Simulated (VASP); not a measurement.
# SiO2 (I-42d) in VASP: further runs

The runs below take SiO2 through single point, with PBE.

Everything below comes from runs of VASP 6.6.1. Logs are shortened: lines on timing, memory, paths and dates and some standing lists are left out, and cuts for length are marked.

### 1 The cell of the first run

Symmetry: I-42d, No. 122, tetragonal system. The conventional cell has a = 5.157 Å, b = 5.157 Å, c = 7.433 Å, α = 90.00°, β = 90.00°, γ = 90.00°. Si (site symmetry -4) has 4 O at 1.63 Å within 2.2 Å. O (site symmetry 2) has 2 Si at 1.63 Å within 2.2 Å.

### 2 Single point, PBE (volume scaled by 1.06, then relaxed in part)

Input file INCAR:

```
SYSTEM = SiO2
ALGO     = Normal         ! electronic algorithm
EDIFF    = 1E-6           ! SCF threshold, eV
ENCUT    = 520            ! plane-wave cutoff, eV
GGA      = PE             ! functional
ISIF     = 2              ! what is computed and relaxed
ISMEAR   = 0              ! smearing method
LASPH    = .True.         ! aspherical terms in the spheres
LCHARG   = .True.         ! write CHGCAR
LELF     = .True.         ! ELF
LREAL    = .False.        ! projectors in reciprocal space
LVHAR    = .True.       
LWAVE    = .False.        ! write WAVECAR
NBANDS   = 25             ! bands
NELM     = 100            ! most SCF steps
PREC     = Accurate       ! precision mode
SIGMA    = 0.02           ! smearing width, eV
```

Input file KPOINTS:

```
k-points
0
Gamma
  6 6 6
  0 0 0
```

Input file POSCAR:

```
SiO2
1.0
   -2.5782567979      2.5782567979      3.7163859641
    2.5782567979     -2.5782567979      3.7163859641
    2.5782567979      2.5782567979     -3.7163859641
Si O
2 4
Direct
    0.0000000000      0.0000000000      0.0000000000
    0.7500000000      0.2500000000      0.5000000000
    0.9419575887      0.6250000000      0.8169575887
    0.3750000000      0.1919575887      0.3169575887
    0.8080424113      0.1250000000      0.1830424113
    0.8750000000      0.0580424113      0.6830424113
```

Potentials or basis: VASP PAW PBE potentials, release 64 (Si, O).

Command:

```bash
> cat potpaw_PBE.64/Si/POTCAR potpaw_PBE.64/O/POTCAR > POTCAR
> mpirun -np 1 vasp_std > vasp.out
```

OUTCAR:

```text
SYSTEM = SiO2
   EDIFF = 1E-6
   ENCUT = 520
   GGA = PE
   ISIF = 2
   ISMEAR = 0
   LASPH = .True.
   LREAL = .False.
   NELM = 100
   PREC = Accurate

 ion  position               nearest neighbor table
   1  0.000  0.000  0.000-   3 1.63   4 1.63   5 1.63   6 1.63
   2  0.750  0.250  0.500-   3 1.63   4 1.63   5 1.63   6 1.63
   3  0.942  0.625  0.817-   1 1.63   2 1.63
   4  0.375  0.192  0.317-   1 1.63   2 1.63
   5  0.808  0.125  0.183-   1 1.63   2 1.63
   6  0.875  0.058  0.683-   1 1.63   2 1.63

  LATTYP: Found a body centered tetragonal cell.
 ALAT       =     5.1565135958
 C/A-ratio  =     1.4414335946

  Lattice vectors:

 A1 = (  -2.5782567979,   2.5782567979,   3.7163859641)
 A2 = (   2.5782567979,  -2.5782567979,   3.7163859641)
 A3 = (   2.5782567979,   2.5782567979,  -3.7163859641)

Analysis of symmetry for initial positions (statically):
=====================================================================
 Subroutine PRICEL returns:
 Original cell was already a primitive cell.

 Routine SETGRP: Setting up the symmetry group for a
 body centered tetragonal supercell.

 Subroutine GETGRP returns: Found  8 space group operations
 (whereof  4 operations were pure point group operations)
 out of a pool of 16 trial point group operations.

The static configuration has the point symmetry S_4 .
 The point group associated with its full space group is D_2d.

Analysis of symmetry for dynamics (positions and initial velocities):
=====================================================================
 Subroutine PRICEL returns:
 Original cell was already a primitive cell.

 Routine SETGRP: Setting up the symmetry group for a
 body centered tetragonal supercell.

 Subroutine GETGRP returns: Found  8 space group operations
 (whereof  4 operations were pure point group operations)
 out of a pool of 16 trial point group operations.

The dynamic configuration has the point symmetry S_4 .
 The point group associated with its full space group is D_2d.

 Subroutine INISYM returns: Found  8 space group operations
 (whereof  4 operations are pure point group operations),
 and found     1 'primitive' translations

----------------------------------------------------------------------------------------

                                     Primitive cell

  volume of cell :      98.8173

  direct lattice vectors                    reciprocal lattice vectors
    -2.578256798  2.578256798  3.716385964     0.000000000  0.193929480  0.134539309
     2.578256798 -2.578256798  3.716385964     0.193929480  0.000000000  0.134539309
     2.578256798  2.578256798 -3.716385964     0.193929480  0.193929480  0.000000000

  length of vectors
     5.206375022  5.206375022  5.206375022     0.236028534  0.236028534  0.274257701

  position of ions in fractional coordinates (direct lattice)
     0.000000000  0.000000000  0.000000000
     0.750000000  0.250000000  0.500000000
     0.941957589  0.625000000  0.816957589
     0.375000000  0.191957589  0.316957589
     0.808042411  0.125000000  0.183042411
     0.875000000  0.058042411  0.683042411

  ion indices of the primitive-cell ions
   primitive index   ion index
                 1           1
                 2           2
                 3           3
                 4           4
                 5           5
                 6           6

----------------------------------------------------------------------------------------

 KPOINTS: k-points

Automatic generation of k-mesh.
 Grid dimensions read from file:
 generate k-points for:    6    6    6

 Generating k-lattice:

  Cartesian coordinates                     Fractional coordinates (reciprocal lattice)
     0.000000000  0.032321580  0.022423218     0.166666667  0.000000000 -0.000000000
     0.032321580  0.000000000  0.022423218     0.000000000  0.166666667 -0.000000000
     0.032321580  0.032321580  0.000000000     0.000000000  0.000000000  0.166666667

  Length of vectors
     0.039338089  0.039338089  0.045709617

  Shift w.r.t. Gamma in fractional coordinates (k-lattice)
     0.000000000  0.000000000  0.000000000

 Subroutine IBZKPT returns following result:
 ===========================================

 Found     30 irreducible k-points:

 Following reciprocal coordinates:
            Coordinates               Weight
  0.000000  0.000000  0.000000      1.000000
  0.166667  0.000000  0.000000      8.000000
  0.333333 -0.000000  0.000000      8.000000
  0.500000  0.000000  0.000000      4.000000
  0.166667  0.166667  0.000000      8.000000
  0.333333  0.166667  0.000000     16.000000
[... 16 lines left out ...]
 -0.333333 -0.333333  0.166667      8.000000
 -0.166667 -0.333333  0.166667      8.000000
 [... further k-points ...]
   k-points           NKPTS =     30   k-points in BZ     NKDIM =     30   number of bands    NBANDS=     25
   number of dos      NEDOS =    301   number of ions     NIONS =      6
   total plane-waves  NPLWV =  64000
   dimension x,y,z NGX =    40 NGY =   40 NGZ =   40
   dimension x,y,z NGXF=    80 NGYF=   80 NGZF=   80
   ions per type =               2   4
   NGX,Y,Z   is equivalent  to a cutoff of  12.77, 12.77, 12.77 a.u.
   NGXF,Y,Z  is equivalent  to a cutoff of  25.54, 25.54, 25.54 a.u.
 SYSTEM =  SiO2
   PREC   = accura    normal or accurate (medium, high low for compatibility)
   ISTART =      0    job   : 0-new  1-cont  2-samecut
   ICHARG =      2    charge: 1-file 2-atom 10-const
   ISPIN  =      1    spin polarized calculation?
   LNONCOLLINEAR =      F non collinear calculations
   LSORBIT =      F    spin-orbit coupling
   LASPH  =      T    aspherical Exc in radial PAW
   ENCUT  =  520.0 eV  38.22 Ry    6.18 a.u.   9.68  9.68  9.68*2*pi/ulx,y,z
   NELM   =    100;   NELMIN=  2; NELMDL= -5     # of ELM steps
   EDIFF  = 0.1E-05   stopping-criterion for ELM
   LREAL  =      F    real-space projection
   EDIFFG = 0.1E-04   stopping-criterion for IOM
   NSW    =      0    number of steps for IOM
   IBRION =     -1    ionic relax: 0-MD 1-quasi-New 2-CG
   NFREE  =      0    steps in history (QN), initial steepest desc. (CG)
   ISIF   =      2    stress and relaxation
   ISYM   =      2    0-nonsym 1-usesym 2-fastsym
   POTIM  = 0.5000    time-step for ionic-motion
   TEBEG  =    0.0;   TEEND  =   0.0 temperature during run
   PSTRESS=    0.0 pullay stress
   NELECT =      32.0000    total number of electrons
   NUPDOWN=      -1.0000    fix difference up-down
   EMIN   =  10.00;   EMAX   =-10.00  energy-range for DOS
   EFERMI =   0.00;   METHOD = LEGACY
   ISMEAR =     0;   SIGMA  =   0.02  broadening in eV -4-tet -1-fermi 0-gaus
   EFERMI_NEDOS =   21; number of points for ismear=-14 and -15
   IALGO  =     38    algorithm
   IMIX   =      4    mixing-type and parameters
     AMIX     =   0.40;   BMIX     =  1.00
     AMIX_MAG =   1.60;   BMIX_MAG =  1.00
  volume/ion in A,a.u.               =      16.47       111.14
  Fermi-wavevector in a.u.,A,eV,Ry     =   1.124209  2.124447 17.195671  1.263846
  Thomas-Fermi vector in A             =   2.260880
   LORBIT       =      0    0 simple, 1 ext, 2 COOP (PROOUT), +10 PAW based schemes
   GGA     = PE    functional components
   LHFCALC =     F    Hartree Fock is set to
   AEXX    =    0.0000 exact exchange contribution
   IVDW    =     0    specifies the selected vdW correction
   LEPSILON=     F    determine dielectric tensor
   LRPA    =     F    only Hartree local field effects (RPA)
 non-spin polarized calculation
 Gauss-broadening in eV      SIGMA  =   0.02
  energy-cutoff  :      520.00
  volume of cell :       98.82
 maximum number of plane-waves:      2706
   NGX = 19   NGY = 19   NGZ = 19

 number of electron      31.9999999 magnetization

 Free energy of the ion-electron system (eV)
  ---------------------------------------------------
  ext. energy  EPLUGINS =         0.00000000
  ---------------------------------------------------
  free energy    TOTEN  =       -47.48048266 eV

  energy without entropy =      -47.48048266  energy(sigma->0) =      -47.48048266

 E-fermi :  -0.7565     XC(G=0):  -7.6955

 val. band max:       -0.8754448366   @ k =   0.0000   0.0000   0.0000
 cond. band min:       4.6571391882   @ k =   0.0000   0.0000   0.0000
 fundamental gap:      5.5325840248
 Fermi energy:        -0.7564989775

 k-point     1 :       0.0000    0.0000    0.0000
  band No.  band energies     occupation
      1     -20.0291      2.00000
      2     -18.0675      2.00000
      3     -18.0675      2.00000
      4     -18.0354      2.00000
      5     -10.4430      2.00000
      6      -6.5222      2.00000
[... 17 lines left out ...]
     24      11.5333      0.00000
     25      12.2477      0.00000

 k-point     2 :       0.1667    0.0000    0.0000
  band No.  band energies     occupation
      1     -19.9531      2.00000
      2     -18.1935      2.00000
      3     -18.0707      2.00000
      4     -18.0478      2.00000
      5     -10.2192      2.00000
      6      -6.6097      2.00000
[... 17 lines left out ...]
     24      11.6483      0.00000
     25      12.1483      0.00000

 k-point     3 :       0.3333   -0.0000    0.0000
  band No.  band energies     occupation
      1     -19.7605      2.00000
      2     -18.4977      2.00000
      3     -18.0765      2.00000
      4     -18.0552      2.00000
      5      -9.7062      2.00000
      6      -6.9025      2.00000
[... 552 lines left out ...]
 k-point    23 :      -0.3333   -0.3333    0.1667
  band No.  band energies     occupation
      1     -19.5695      2.00000
      2     -18.7411      2.00000
      3     -18.0871      2.00000
      4     -18.0768      2.00000
      5      -9.1935      2.00000
      6      -7.3754      2.00000
[... 17 lines left out ...]
     24      11.7071      0.00000
     25      12.1880      0.00000

 k-point    24 :      -0.1667   -0.3333    0.1667
  band No.  band energies     occupation
      1     -19.7610      2.00000
      2     -18.4807      2.00000
      3     -18.0796      2.00000
      4     -18.0726      2.00000
      5      -9.6802      2.00000
      6      -6.9369      2.00000
[... 17 lines left out ...]
     24      11.5475      0.00000
     25      12.1685      0.00000

 [... further k-points ...]

------------------------ aborting loop because EDIFF is reached ----------------------------------------

  FORCE on cell =-STRESS in cart. coord.  units (eV):
  Direction    XX          YY          ZZ          XY          YZ          ZX
  --------------------------------------------------------------------------------------
  -------------------------------------------------------------------------------------
  Total       -0.7671714     -0.7671714     -0.7811595      0.0000000     -0.0000000      0.0000000
  in kB      -12.4385517    -12.4385517    -12.6653495      0.0000000     -0.0000000      0.0000000
  external PRESSURE =     -12.5141509 kB  Pullay stress =       0.0000000 kB

 VOLUME and BASIS-vectors are now :
 -----------------------------------------------------------------------------
  energy-cutoff  :      520.00
  volume of cell :       98.82
      direct lattice vectors                 reciprocal lattice vectors
    -2.578256798  2.578256798  3.716385964     0.000000000  0.193929480  0.134539309
     2.578256798 -2.578256798  3.716385964     0.193929480  0.000000000  0.134539309
     2.578256798  2.578256798 -3.716385964     0.193929480  0.193929480  0.000000000

 POSITION                                       TOTAL-FORCE (eV/Angst)
 -----------------------------------------------------------------------------------
      0.00000      0.00000      0.00000         0.000000      0.000000      0.000000
      0.00000      2.57826      1.85819         0.000000      0.000000     -0.000000
      1.28913      2.92352      2.78729         0.000000     -0.004851     -0.000000
      0.34527      1.28913      0.92910        -0.004851      0.000000     -0.000000
     -1.28913      2.23299      2.78729         0.000000      0.004851     -0.000000
     -0.34527      3.86739      0.92910         0.004851      0.000000     -0.000000
 -----------------------------------------------------------------------------------
    total drift:                                0.000003      0.000003      0.000004

  FREE ENERGIE OF THE ION-ELECTRON SYSTEM (eV)
  ---------------------------------------------------
  free  energy   TOTEN  =       -47.4804826565 eV

  energy  without entropy=      -47.4804826565  energy(sigma->0) =      -47.48048266
```

Wall time 31 s (1 thread of Intel Xeon 6975P-C (Granite Rapids), shared host); peak memory 0.25 GiB.

What came out:

```
Free energy            : -47.4805 eV
Pressure               : -1.3 GPa
Largest force          : 0.005 eV/Å
Band gap on the k mesh : 5.53 eV, direct
```

Forces in eV/Å, atoms in the order of the input:
```
Si   0.000  0.000  0.000
Si   0.000  0.000  0.000
O    0.000 -0.005  0.000
O   -0.005  0.000  0.000
O    0.000  0.005  0.000
O    0.005  0.000  0.000
```

Levels at points of the mesh, in eV from the valence-band top:
| k point | band 12 | band 13 | band 14 | band 15 | band 16 | band 17 | band 18 | band 19 | band 20 | band 21 |
| --- | --- | --- | --- | --- | --- | --- | --- | --- | --- | --- |
| (0.00, 0.00, 0.00) | -1.77 | -1.74 | -0.39 | 0.00 | 0.00 | 5.53 | 8.65 | 9.38 | 9.47 | 9.47 |
| (0.50, 0.00, 0.00) | -1.74 | -1.65 | -0.87 | -0.70 | -0.08 | 7.64 | 8.48 | 9.14 | 9.95 | 10.34 |
| (0.50, 0.50, 0.00) | -2.19 | -1.14 | -1.14 | -0.47 | -0.47 | 8.55 | 8.55 | 10.02 | 10.02 | 10.84 |
| (0.50, 0.50, 0.50) | -2.19 | -1.40 | -1.40 | -0.47 | -0.47 | 8.47 | 8.47 | 10.52 | 10.52 | 10.76 |

Caveat: the cell differs from its parent crystal (volume scaled by 1.06, then relaxed in part).

### 3 Single point, PBE (volume scaled by 1.10, then relaxed in part)

Input file INCAR:

```
PREC     = Accurate       # precision mode
ENCUT    = 520            # plane-wave cutoff, eV
EDIFF    = 1E-6           # SCF threshold, eV
ISMEAR   = 0              # smearing method
SIGMA    = 0.02           # smearing width, eV
LREAL    = False          # projectors in reciprocal space
LASPH    = True           # aspherical terms in the spheres
NELM     = 80             # most SCF steps
ALGO     = Normal         # electronic algorithm
ISIF     = 2              # what is computed and relaxed
LWAVE    = False          # write WAVECAR
LCHARG   = False          # write CHGCAR
GGA      = PE             # functional
NBANDS   = 25             # bands
```

Input file KPOINTS:

```
regular mesh
0
Gamma
  6 6 6
```

Input file POSCAR:

```
SiO2
1.0
   -2.6190360638      2.6190360638      3.7374639882
    2.6190360638     -2.6190360638      3.7374639882
    2.6190360638      2.6190360638     -3.7374639882
Si O
2 4
Direct
    0.0000000000      0.0000000000      0.0000000000
    0.7500000000      0.2500000000      0.5000000000
    0.9205979686      0.6250000000      0.7955979686
    0.3750000000      0.1705979686      0.2955979686
    0.8294020314      0.1250000000      0.2044020314
    0.8750000000      0.0794020314      0.7044020314
```

Potentials or basis: VASP PAW PBE potentials, release 64 (Si, O).

Command:

```bash
> cat potpaw_PBE.64/Si/POTCAR potpaw_PBE.64/O/POTCAR > POTCAR
> mpirun -np 1 vasp_std > vasp.out
```

It took 28 s on 1 thread of Intel Xeon 6975P-C (Granite Rapids), shared host; peak memory 0.24 GiB.

The run converged. Its results:

```yaml
Free_energy: -47.4481 eV
Pressure: -2.1 GPa
Largest_force: 0.006 eV/Å
Band_gap_on_the_k_mesh: 5.40 eV, direct
```

Forces in eV/Å, atoms in the order of the input:
```
Si   0.000  0.000  0.000
Si   0.000  0.000  0.000
O    0.000 -0.006  0.000
O   -0.006  0.000  0.000
O    0.000  0.006  0.000
O    0.006  0.000  0.000
```

Levels at points of the mesh, in eV from the valence-band top:
```tsv
k point	band 13	band 14	band 15	band 16	band 17	band 18	band 19	band 20
(0.00, 0.00, 0.00)	-1.86	-0.20	0.00	0.00	5.40	8.58	8.81	8.96
(0.50, 0.00, 0.00)	-1.77	-0.91	-0.82	-0.04	7.44	8.25	8.81	9.96
(0.50, 0.50, 0.00)	-1.24	-1.24	-0.55	-0.55	8.33	8.33	10.06	10.06
(0.50, 0.50, 0.50)	-1.37	-1.37	-0.55	-0.55	8.30	8.30	10.41	10.41
```

Caveat: the cell differs from its parent crystal (volume scaled by 1.10, then relaxed in part). A k mesh can miss the band edges.

### 4 Single point, PBE

This run uses another cell than the first one, of 14.07 Å³/atom, 0.854 times its volume.

Input file INCAR:

```
SYSTEM = SiO2
PREC = Accurate ; ENCUT = 520
EDIFF = 1E-7 ; ISMEAR = 0
SIGMA = 0.02 ; LREAL = .False.
LASPH = .True. ; NELM = 100
ALGO = Normal ; ISIF = 2
LWAVE = .False. ; LCHARG = .False.
GGA = PE ; NBANDS = 25
```

Input file KPOINTS:

```
regular mesh
0
Gamma
  8 8 8
  0 0 0
```

Input file POSCAR:

```
SiO2
1.0
   -2.3740500000      2.3740500000      3.7440000000
    2.3740500000     -2.3740500000      3.7440000000
    2.3740500000      2.3740500000     -3.7440000000
Si O
2 4
Direct
    0.0000000000      0.0000000000      0.0000000000
    0.7500000000      0.2500000000      0.5000000000
    0.9983800000      0.6250000000      0.8733800000
    0.3750000000      0.2483800000      0.3733800000
    0.7516200000      0.1250000000      0.1266200000
    0.8750000000      0.0016200000      0.6266200000
```

Command:

```bash
> cat potpaw_PBE.64/Si/POTCAR potpaw_PBE.64/O/POTCAR > POTCAR
> mpirun -np 1 vasp_std > vasp.out
```

It took 55 s on 1 thread of Intel Xeon 6975P-C (Granite Rapids), shared host; peak memory 0.27 GiB.

The run converged. Its results:

- Free energy: -47.3910 eV
- Pressure: 3.7 GPa
- Largest force: 0.133 eV/Å
- Band gap on the k mesh: 6.04 eV, direct

Forces in eV/Å, atoms in the order of the input:
```
Si   0.000  0.000  0.000
Si   0.000  0.000  0.000
O    0.000  0.133  0.000
O    0.133  0.000  0.000
O    0.000 -0.133  0.000
O   -0.133  0.000  0.000
```

Stress tensor (GPa, compression positive):
```
4.31 0.00 0.00
0.00 4.31 0.00
0.00 0.00 2.44
```

Levels at points of the mesh, in eV from the valence-band top:
| k point | band 13 | band 14 | band 15 | band 16 | band 17 | band 18 | band 19 | band 20 |
| --- | --- | --- | --- | --- | --- | --- | --- | --- |
| (0.00, 0.00, 0.00) | -1.32 | -1.03 | 0.00 | 0.00 | 6.04 | 8.71 | 11.33 | 11.33 |
| (0.50, 0.00, 0.00) | -1.26 | -0.68 | -0.28 | -0.18 | 8.39 | 9.25 | 10.08 | 10.23 |
| (0.50, 0.50, 0.00) | -0.74 | -0.74 | -0.24 | -0.24 | 9.49 | 9.49 | 10.16 | 10.16 |
| (0.50, 0.50, 0.50) | -1.49 | -1.49 | -0.11 | -0.11 | 9.05 | 9.05 | 9.72 | 9.72 |

### 5 Summary

| cell | k mesh | gap on the mesh (eV) | pressure (GPa) | largest force (eV/Å) |
| --- | --- | --- | --- | --- |
| a = 5.206 Å, angles 120.6, 120.6, 88.9°, 6 atoms | 6 × 6 × 6 | 5.53 | -1.3 | - |
| a = 5.262 Å, angles 120.3, 120.3, 89.5°, 6 atoms | 6 × 6 × 6 | 5.40 | -2.1 | 0.01 |
| a = 5.029 Å, angles 123.7, 123.7, 83.8°, 6 atoms | 8 × 8 × 8 | 6.04 | 3.7 | 0.13 |

Alike in all rows: task single point; level PBE; potentials or basis VASP PAW PBE potentials, release 64 (Si, O); no spin polarisation; cutoff (eV) 520; smearing gaussian 0.02 eV.

Total energies depend on the potentials used, so only differences within one code and one set of settings carry meaning.
